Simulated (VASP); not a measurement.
**BiTe: single point with BLYP**

BiTe:

```
Bi Te
1.0
     0.00000    3.21329    3.21329
     3.21329    0.00000    3.21329
     3.21329    3.21329    0.00000
Bi Te
1 1
Direct
  0.00000 0.00000 0.00000
  0.50000 0.50000 0.50000
```

This cell differs from its parent crystal: volume scaled by 0.98.

```json
{"Program": "VASP 6.6.1", "Task": "single point", "Functional": "BLYP", "Potentials or basis": "VASP PAW PBE potentials, release 64 (Bi_d, Te)", "Cutoff": "520 eV", "k mesh": "7 × 7 × 7", "Occupations": "fermi-dirac, width 0.02 eV", "Spin": "no spin polarisation"}
```

```yaml
Pressure: 5.9 GPa
```

Levels at points of the mesh, in eV from the Fermi level:
```tsv
k point	band 8	band 9	band 10	band 11	band 12	band 13
(0.00, 0.00, 0.00)	-2.66	-2.66	-2.66	2.09	2.09	2.09
```

Run time: 110 s on 1 thread of AMD EPYC 7R13 (shared host), peak memory 0.18 GiB.

Caveat: the PAW data sets were made with another functional, which shifts forces and pressure a little; spin-orbit coupling is left out, which moves the levels of the heavy elements.
